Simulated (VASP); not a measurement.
A run of VASP 6.6.1 is set up as follows.

The input INCAR:

```
SYSTEM = BeS
PREC = Accurate
ENCUT = 600
EDIFF = 1E-6
ISMEAR = 0
SIGMA = 0.02
LREAL = .FALSE.
LASPH = .TRUE.
NELM = 120
ALGO = Normal
ISIF = 2
LWAVE = .FALSE.
LCHARG = .FALSE.
GGA = PE
NBANDS = 11
GGA_COMPAT = .FALSE.
```

File KPOINTS:

```
regular mesh
0
G
  8 8 8
  0 0 0
```

POSCAR

```
BeS
1.0
    0.0000000000      2.4378857558      2.4378857558
    2.4378857558      0.0000000000      2.4378857558
    2.4378857558      2.4378857558      0.0000000000
Be S
1 1
Direct
    0.0000000000      0.0000000000      0.0000000000
    0.2500000000      0.2500000000      0.2500000000
```

Potentials or basis: VASP PAW PBE potentials, release 64 (Be, S).

Command:

```console
$ cat potpaw_PBE.64/Be/POTCAR potpaw_PBE.64/S/POTCAR > POTCAR
$ mpirun -np 1 vasp_std > vasp.out
```

(1) What does it give for the band gap on the k mesh?

(2) Predict the pressure.

## Answers

(1) 3.15 eV, indirect (least direct gap 5.68 eV).

(2) 0.1 GPa.
